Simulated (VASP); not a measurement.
# LiCl (Fm-3m) in VASP: settings compared

Aim: see how the results for LiCl move with the level of theory and the settings. Levels: PBE-based screened hybrid with 10 % exact exchange, PBE-based screened hybrid with 15 % exact exchange, PBE-based screened hybrid with 25 % exact exchange, PBE-based screened hybrid with 35 % exact exchange. Tasks: single point.

All numbers are computed with VASP 6.6.1; they aren't measurements. Logs are shortened: lines on timing, memory, paths and dates and some standing lists are left out, and cuts for length are marked.

## (1) The cell of the first run

The structure is cubic, space group Fm-3m (No. 225). Conventional cell: a = 5.130 Å, b = 5.130 Å, c = 5.130 Å, α = 90.00°, β = 90.00°, γ = 90.00°. Within 3.4 Å of Cl (site symmetry m-3m) lie 6 Li at 2.56 Å. Li (site symmetry m-3m) has 6 Cl at 2.56 Å within 3.4 Å.

## (2) Single point, PBE-based screened hybrid with 10 % exact exchange

Contents of POSCAR:

```
LiCl
1.0
    0.0000000000      2.5647700000      2.5647700000
    2.5647700000      0.0000000000      2.5647700000
    2.5647700000      2.5647700000      0.0000000000
Cl Li
1 1
Direct
    0.5000000000      0.5000000000      0.5000000000
    0.0000000000      0.0000000000      0.0000000000
```

Contents of INCAR.step1:

```
SYSTEM = LiCl
PREC = Accurate ; ENCUT = 520
EDIFF = 1E-5 ; ISMEAR = -1
SIGMA = 0.05 ; LREAL = .FALSE.
LASPH = .TRUE. ; NELM = 60
ALGO = Normal ; ISIF = 2
LWAVE = .TRUE. ; GGA = PE
NBANDS = 12
```

Contents of INCAR.step2:

```
SYSTEM = LiCl
PREC = Accurate ; ENCUT = 520
EDIFF = 1E-7 ; ISMEAR = -1
SIGMA = 0.05 ; LREAL = .FALSE.
LASPH = .TRUE. ; NELM = 60
ALGO = Normal ; ISIF = 2
LWAVE = .FALSE. ; LCHARG = .TRUE.
GGA = PE ; LHFCALC = .TRUE.
AEXX = 0.1 ; HFSCREEN = 0.2078699
PRECFOCK = Normal ; LELF = .TRUE.
LVHAR = .TRUE. ; ISTART = 1
NBANDS = 12
```

Contents of KPOINTS:

```
Automatic mesh
0
G
  5 5 5
  0 0 0
```

Potentials or basis: VASP PAW PBE potentials, release 64 (Cl, Li_sv).

On the command line:

```
cat potpaw_PBE.64/Cl/POTCAR potpaw_PBE.64/Li_sv/POTCAR > POTCAR
cp INCAR.step1 INCAR
mpirun -np 1 vasp_std > vasp.out
cp INCAR.step2 INCAR
mpirun -np 1 vasp_std > vasp.out
```

OUTCAR:

```text
SYSTEM = LiCl
   PREC = Accurate
   ENCUT = 520
   EDIFF = 1E-7
   ISMEAR = -1
   LREAL = .FALSE.
   LASPH = .TRUE.
   NELM = 60
   ISIF = 2
   GGA = PE
   LHFCALC = .TRUE.
   AEXX = 0.1
   HFSCREEN = 0.2078699
   PRECFOCK = Normal
   ISTART = 1

 ion  position               nearest neighbor table
   1  0.500  0.500  0.500-   2 2.56   2 2.56   2 2.56   2 2.56   2 2.56   2 2.56
   2  0.000  0.000  0.000-   1 2.56   1 2.56   1 2.56   1 2.56   1 2.56   1 2.56

  LATTYP: Found a face centered cubic cell.
 ALAT       =     5.1295400000

  Lattice vectors:

 A1 = (   0.0000000000,   2.5647700000,   2.5647700000)
 A2 = (   2.5647700000,   0.0000000000,   2.5647700000)
 A3 = (   2.5647700000,   2.5647700000,   0.0000000000)

Analysis of symmetry for initial positions (statically):
=====================================================================
 Subroutine PRICEL returns:
 Original cell was already a primitive cell.

 Routine SETGRP: Setting up the symmetry group for a
 face centered cubic supercell.

 Subroutine GETGRP returns: Found 48 space group operations
 (whereof 48 operations were pure point group operations)
 out of a pool of 48 trial point group operations.

The static configuration has the point symmetry O_h .

Analysis of symmetry for dynamics (positions and initial velocities):
=====================================================================
 Subroutine PRICEL returns:
 Original cell was already a primitive cell.

 Routine SETGRP: Setting up the symmetry group for a
 face centered cubic supercell.

 Subroutine GETGRP returns: Found 48 space group operations
 (whereof 48 operations were pure point group operations)
 out of a pool of 48 trial point group operations.

The dynamic configuration has the point symmetry O_h .

 Subroutine INISYM returns: Found 48 space group operations
 (whereof 48 operations are pure point group operations),
 and found     1 'primitive' translations

----------------------------------------------------------------------------------------

                                     Primitive cell

  volume of cell :      33.7423

  direct lattice vectors                    reciprocal lattice vectors
     0.000000000  2.564770000  2.564770000    -0.194949255  0.194949255  0.194949255
     2.564770000  0.000000000  2.564770000     0.194949255 -0.194949255  0.194949255
     2.564770000  2.564770000  0.000000000     0.194949255  0.194949255 -0.194949255

  length of vectors
     3.627132518  3.627132518  3.627132518     0.337662014  0.337662014  0.337662014

  position of ions in fractional coordinates (direct lattice)
     0.500000000  0.500000000  0.500000000
     0.000000000  0.000000000  0.000000000

  ion indices of the primitive-cell ions
   primitive index   ion index
                 1           1
                 2           2

----------------------------------------------------------------------------------------

 KPOINTS: Automatic mesh

Automatic generation of k-mesh.
 Grid dimensions read from file:
 generate k-points for:    5    5    5

 Generating k-lattice:

  Cartesian coordinates                     Fractional coordinates (reciprocal lattice)
    -0.038989851  0.038989851  0.038989851     0.200000000  0.000000000  0.000000000
     0.038989851 -0.038989851  0.038989851     0.000000000  0.200000000  0.000000000
     0.038989851  0.038989851 -0.038989851     0.000000000  0.000000000  0.200000000

  Length of vectors
     0.067532403  0.067532403  0.067532403

  Shift w.r.t. Gamma in fractional coordinates (k-lattice)
     0.000000000  0.000000000  0.000000000

 Subroutine IBZKPT returns following result:
 ===========================================

 Found     10 irreducible k-points:

 Following reciprocal coordinates:
            Coordinates               Weight
  0.000000  0.000000  0.000000      1.000000
  0.200000  0.000000  0.000000      8.000000
  0.400000  0.000000  0.000000      8.000000
  0.200000  0.200000  0.000000      6.000000
  0.400000  0.200000  0.000000     24.000000
 -0.400000  0.200000  0.000000     24.000000
 -0.200000  0.200000  0.000000     12.000000
  0.400000  0.400000  0.000000      6.000000
 -0.400000  0.400000  0.000000     12.000000
 -0.400000  0.400000  0.200000     24.000000
   k-points           NKPTS =     10   k-points in BZ     NKDIM =    125   number of bands    NBANDS=     12
   number of dos      NEDOS =    301   number of ions     NIONS =      2
   total plane-waves  NPLWV =  21952
   dimension x,y,z NGX =    28 NGY =   28 NGZ =   28
   dimension x,y,z NGXF=    56 NGYF=   56 NGZF=   56
   ions per type =               1   1
   NGX,Y,Z   is equivalent  to a cutoff of  12.83, 12.83, 12.83 a.u.
   NGXF,Y,Z  is equivalent  to a cutoff of  25.67, 25.67, 25.67 a.u.
 SYSTEM =  LiCl
   PREC   = accura    normal or accurate (medium, high low for compatibility)
   ISTART =      1    job   : 0-new  1-cont  2-samecut
   ICHARG =      0    charge: 1-file 2-atom 10-const
   ISPIN  =      1    spin polarized calculation?
   LNONCOLLINEAR =      F non collinear calculations
   LSORBIT =      F    spin-orbit coupling
   LASPH  =      T    aspherical Exc in radial PAW
   ENCUT  =  520.0 eV  38.22 Ry    6.18 a.u.   6.74  6.74  6.74*2*pi/ulx,y,z
   NELM   =     60;   NELMIN=  2; NELMDL=  0     # of ELM steps
   EDIFF  = 0.1E-06   stopping-criterion for ELM
   LREAL  =      F    real-space projection
   EDIFFG = 0.1E-05   stopping-criterion for IOM
   NSW    =      0    number of steps for IOM
   IBRION =     -1    ionic relax: 0-MD 1-quasi-New 2-CG
   NFREE  =      0    steps in history (QN), initial steepest desc. (CG)
   ISIF   =      2    stress and relaxation
   ISYM   =      3    0-nonsym 1-usesym 2-fastsym
   POTIM  = 0.5000    time-step for ionic-motion
   TEBEG  =    0.0;   TEEND  =   0.0 temperature during run
   PSTRESS=    0.0 pullay stress
   NELECT =      10.0000    total number of electrons
   NUPDOWN=      -1.0000    fix difference up-down
   EMIN   =  10.00;   EMAX   =-10.00  energy-range for DOS
   EFERMI =   0.00;   METHOD = LEGACY
   ISMEAR =    -1;   SIGMA  =   0.05  broadening in eV -4-tet -1-fermi 0-gaus
   EFERMI_NEDOS =   21; number of points for ismear=-14 and -15
   IALGO  =     38    algorithm
   IMIX   =      1    mixing-type and parameters
     AMIX     =   0.40;   BMIX     =  1.00
     AMIX_MAG =   1.60;   BMIX_MAG =  1.00
  volume/ion in A,a.u.               =      16.87       113.85
  Fermi-wavevector in a.u.,A,eV,Ry     =   1.091482  2.062601 16.209056  1.191332
  Thomas-Fermi vector in A             =   2.227728
   LORBIT       =      0    0 simple, 1 ext, 2 COOP (PROOUT), +10 PAW based schemes
   GGA     = PE    functional components
   LHFCALC =     T    Hartree Fock is set to
   PRECFOCK=normal    Normal, Fast or Accurate (Low or Medium for compatibility)
   ENCUT4O =  -1.0   cutoff for four orbital integrals eV
   NKREDX  =     1    reduce k-point grid by
   NKREDY  =     1    reduce k-point grid by
   NKREDZ  =     1    reduce k-point grid by
   AEXX    =    0.1000 exact exchange contribution
   HFSCREEN=    0.2079 screening length (either q_TF or 0.3 A-1)
   HFSCREENC=   0.2079 screening length for correlation (either q_TF or 0.3 A-1)
   ENCUTFOCK=  -1.0 apply spherical cutoff to Coloumb kernel
   IVDW    =     0    specifies the selected vdW correction
   LEPSILON=     F    determine dielectric tensor
   LRPA    =     F    only Hartree local field effects (RPA)
 non-spin polarized calculation
  energy-cutoff  :      520.00
  volume of cell :       33.74
 maximum number of plane-waves:       922
  NGX = 24; NGY = 24; NGZ = 24

 number of electron      10.0000005 magnetization

 Free energy of the ion-electron system (eV)
  ---------------------------------------------------
  ext. energy  EPLUGINS =         0.00000000
  ---------------------------------------------------
  free energy    TOTEN  =        -7.81039983 eV

  energy without entropy =       -7.81039983  energy(sigma->0) =       -7.81039983

 E-fermi :   1.4414     XC(G=0):  -8.1415

 val. band max:        0.1996336040   @ k =   0.0000   0.0000   0.0000
 cond. band min:       7.0923447211   @ k =   0.0000   0.0000   0.0000
 fundamental gap:      6.8927111171
 Fermi energy:         1.4414012665

 k-point     1 :       0.0000    0.0000    0.0000
  band No.  band energies     occupation
      1     -44.4269      2.00000
      2     -13.7059      2.00000
      3       0.1996      2.00000
      4       0.1996      2.00000
      5       0.1996      2.00000
      6       7.0923      0.00000
      7      12.7455      0.00000
      8      12.7455      0.00000
      9      12.7455      0.00000
     10      15.4034      0.00000
     11      15.4035      0.00000
     12      15.4148      0.00000

 k-point     2 :       0.2000    0.0000    0.0000
  band No.  band energies     occupation
      1     -44.4260      2.00000
      2     -13.5169      2.00000
      3      -0.9779      2.00000
      4       0.1012      2.00000
      5       0.1012      2.00000
      6       7.9208      0.00000
      7      11.6450      0.00000
      8      11.9936      0.00000
      9      11.9937      0.00000
     10      14.2794      0.00000
     11      14.2794      0.00000
     12      16.1890      0.00000

 k-point     3 :       0.4000    0.0000    0.0000
  band No.  band energies     occupation
      1     -44.4244      2.00000
      2     -13.1775      2.00000
      3      -2.4771      2.00000
      4      -0.0439      2.00000
      5      -0.0439      2.00000
      6       7.6269      0.00000
      7      10.4946      0.00000
      8      10.4947      0.00000
      9      13.3046      0.00000
     10      17.0181      0.00000
     11      17.0181      0.00000
     12      17.2463      0.00000
[... 76 lines left out ...]
 k-point     9 :      -0.4000    0.4000    0.0000
  band No.  band energies     occupation
      1     -44.4232      2.00000
      2     -12.8762      2.00000
      3      -2.5046      2.00000
      4      -1.4445      2.00000
      5      -0.7497      2.00000
      6       8.8144      0.00000
      7      10.2070      0.00000
      8      12.6039      0.00000
      9      13.1453      0.00000
     10      14.8113      0.00000
     11      18.4291      0.00000
     12      19.7697      0.00000

 k-point    10 :      -0.4000    0.4000    0.2000
  band No.  band energies     occupation
      1     -44.4233      2.00000
      2     -12.9325      2.00000
      3      -2.1968      2.00000
      4      -1.5753      2.00000
      5      -0.6896      2.00000
      6      10.0207      0.00000
      7      10.4194      0.00000
      8      10.6516      0.00000
      9      12.5867      0.00000
     10      15.7578      0.00000
     11      17.4309      0.00000
     12      19.7169      0.00000

------------------------ aborting loop because EDIFF is reached ----------------------------------------

  FORCE on cell =-STRESS in cart. coord.  units (eV):
  Direction    XX          YY          ZZ          XY          YZ          ZX
  --------------------------------------------------------------------------------------
  -------------------------------------------------------------------------------------
  Total        0.0095215      0.0095215      0.0095215      0.0000000      0.0000000     -0.0000000
  in kB        0.4521067      0.4521067      0.4521067      0.0000000      0.0000000     -0.0000000
  external PRESSURE =       0.4521067 kB  Pullay stress =       0.0000000 kB

 VOLUME and BASIS-vectors are now :
 -----------------------------------------------------------------------------
  energy-cutoff  :      520.00
  volume of cell :       33.74
      direct lattice vectors                 reciprocal lattice vectors
     0.000000000  2.564770000  2.564770000    -0.194949255  0.194949255  0.194949255
     2.564770000  0.000000000  2.564770000     0.194949255 -0.194949255  0.194949255
     2.564770000  2.564770000  0.000000000     0.194949255  0.194949255 -0.194949255

 POSITION                                       TOTAL-FORCE (eV/Angst)
 -----------------------------------------------------------------------------------
      2.56477      2.56477      2.56477         0.000000     -0.000000      0.000000
      0.00000      0.00000      0.00000        -0.000000      0.000000     -0.000000
 -----------------------------------------------------------------------------------
    total drift:                               -0.000000     -0.000000      0.000001

  FREE ENERGIE OF THE ION-ELECTRON SYSTEM (eV)
  ---------------------------------------------------
  free  energy   TOTEN  =        -7.8103998319 eV

  energy  without entropy=       -7.8103998319  energy(sigma->0) =       -7.81039983
```

It took 7.8 min on 1 thread of Intel Xeon 8259CL, shared host; peak memory 0.26 GiB.

What came out:

| Quantity | Value |
| --- | --- |
| Free energy | -7.8104 eV |
| Band gap on the k mesh | 6.89 eV |

Caveat: the k points lie up to 0.42 Å⁻¹ apart; the cutoff is under 1.25 times the usual one of these potentials, so pressure, stress and relaxed cells hold a basis-set (Pulay) error; the PAW data sets were made with another functional, which shifts forces and pressure a little.

[end of part 1 of 2]
